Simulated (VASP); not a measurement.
**Ti: single point with PBEsol**

Crystal: Ti.

```xyz
2
Lattice="2.9401 0.0000 0.0000 -1.4701 2.5462 0.0000 0.0000 0.0000 4.6703" Properties=species:S:1:pos:R:3 pbc="T T T"
Ti    0.0000    1.6975    1.1676
Ti    1.4701    0.8487    3.5027
```

- Program: VASP 6.6.1
- Task: single point
- Functional: PBEsol
- Potentials or basis: VASP PAW PBE potentials, release 64 (Ti_sv)
- Cutoff: 520 eV
- k mesh: 14 × 14 × 8
- Occupations: fermi-dirac, width 0.05 eV
- Spin: no spin polarisation

| Quantity | Value |
| --- | --- |
| Pressure | -5.1 GPa |
| Band gap on the k mesh | zero (bands 12 and 13 overlap by 1.04 eV) |

Stress tensor (GPa, compression positive):
```
-4.89  0.00  0.00
 0.00 -4.89  0.00
 0.00  0.00 -5.41
```

Levels at points of the mesh, in eV from the Fermi level:
| k point | band 10 | band 11 | band 12 | band 13 | band 14 | band 15 |
| --- | --- | --- | --- | --- | --- | --- |
| (0.00, 0.00, 0.00) | -2.68 | 0.74 | 0.77 | 0.77 | 0.87 | 1.26 |
| (0.50, 0.00, 0.00) | -2.14 | -1.84 | -0.61 | 0.48 | 0.61 | 1.16 |
| (0.00, 0.00, 0.50) | -4.35 | 0.08 | 0.08 | 0.68 | 0.68 | 0.68 |
| (0.50, 0.00, 0.50) | -2.53 | -0.81 | -0.81 | 1.32 | 1.32 | 1.72 |

It took 88 s on 1 thread of Intel Xeon 8259CL, with other jobs on the host, peak memory 0.2 GiB.

Caveat: the cell stands under tension; the PAW data sets were made with another functional, which shifts forces and pressure a little.
